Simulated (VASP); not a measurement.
Set up this calculation in VASP 6.6.1, as the native input.

```yaml
Task: single point
Functional: PBE
Potentials_or_basis: VASP PAW PBE potentials, release 64 (Se)
Cutoff: 520 eV
k_mesh: 6 × 6 × 4
Occupations: gaussian, width 0.1 eV
Spin: no spin polarisation
Dipole_correction: no
Further_INCAR_settings: ALGO = Normal; EDIFF = 1e-06; NBANDS = 20
```

The structure of Se lies in POSCAR:

```
Se
1.0
    3.9811576497      0.0000000032      0.0000000000
   -1.9905788276      3.4477836595      0.0000000000
    0.0000000000      0.0000000000      7.4668137918
Se
4
Direct
    0.0000000000      0.0000000000      0.8425067008
    0.0000000000      0.0000000000      0.1574932992
    0.3333333333      0.6666666667      0.6045978128
    0.6666666667      0.3333333333      0.3954021872
```

The input as run:

INCAR

```
PREC     = Accurate       # precision mode
ENCUT    = 520            # plane-wave cutoff, eV
EDIFF    = 1E-6           # SCF threshold, eV
ISMEAR   = 0              # smearing method
SIGMA    = 0.1            # smearing width, eV
LREAL    = False          # projectors in reciprocal space
LASPH    = True           # aspherical terms in the spheres
NELM     = 60             # most SCF steps
ALGO     = Normal         # electronic algorithm
ISIF     = 2              # what is computed and relaxed
LWAVE    = False          # write WAVECAR
LCHARG   = False          # write CHGCAR
GGA      = PE             # functional
NBANDS   = 20             # bands
```

KPOINTS

```
regular mesh
0
Gamma
  6 6 4
```

Potentials or basis: VASP PAW PBE potentials, release 64 (Se).

Command:

```sh
$ cat potpaw_PBE.64/Se/POTCAR > POTCAR
$ mpirun -np 1 vasp_std > vasp.out
```

Results of the run:

```yaml
Pressure: 0.0 GPa
Largest_force: 0.031 eV/Å
Band_gap_on_the_k_mesh: zero (band 12 reaches 3.69 eV, above the bottom of band 13 at 2.94 eV)
```

Wall time 38 s on 1 thread of Intel(R) Xeon(R) Platinum 8488C (Sapphire Rapids) (shared host), peak memory 0.22 GiB.
